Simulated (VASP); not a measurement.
Input of a VASP 6.6.1 run:

File INCAR:

```
SYSTEM = Ba3TiO5
PREC = Accurate
ENCUT = 520
EDIFF = 1E-7
ISMEAR = 0
SIGMA = 0.02
LREAL = Auto
LASPH = .True.
NELM = 60
ALGO = Normal
ISIF = 2
LWAVE = .False.
LCHARG = .True.
GGA = PS
LELF = .True.
LVHAR = .True.
NBANDS = 87
```

The input KPOINTS:

```
Automatic mesh
0
Gamma
  6 6 6
  0 0 0
```

File POSCAR:

```
Ba3TiO5
1.0
   -3.6535817770      3.6535817770      5.9434694324
    3.6535817770     -3.6535817770      5.9434694324
    3.6535817770      3.6535817770     -5.9434694324
Ba Ti O
6 2 10
Direct
    0.2500000000      0.2500000000      0.0000000000
    0.7500000000      0.7500000000      0.0000000000
    0.1813697826      0.6813697826      0.8627395653
    0.8186302174      0.3186302174      0.1372604347
    0.6813697826      0.8186302174      0.5000000000
    0.3186302174      0.1813697826      0.5000000000
    0.7500000000      0.2500000000      0.5000000000
    0.2500000000      0.7500000000      0.5000000000
    0.7961280690      0.2961280690      0.7783651624
    0.2038719310      0.7038719310      0.2216348376
    0.5177629066      0.0177629066      0.2216348376
    0.2961280690      0.5177629066      0.5000000000
    0.9822370934      0.2038719310      0.5000000000
    0.4822370934      0.9822370934      0.7783651624
    0.7038719310      0.4822370934      0.5000000000
    0.0177629066      0.7961280690      0.5000000000
    0.0000000000      0.0000000000      0.0000000000
    0.5000000000      0.5000000000      0.0000000000
```

Potentials or basis: VASP PAW PBE potentials, release 64 (Ba_sv, Ti_sv, O).

Launch:

```bash
$ cat potpaw_PBE.64/Ba_sv/POTCAR potpaw_PBE.64/Ti_sv/POTCAR potpaw_PBE.64/O/POTCAR > POTCAR
$ mpirun -np 1 vasp_std > vasp.out
```

(1) Estimate the band gap on the k mesh.

(2) Predict the pressure.

Results:

(1) 2.67 eV (least direct gap 2.68 eV).

(2) -0.6 GPa.

Caveat: the PAW data sets were made with another functional, which shifts forces and pressure a little; spin-orbit coupling is left out, which moves the levels of the heavy elements.
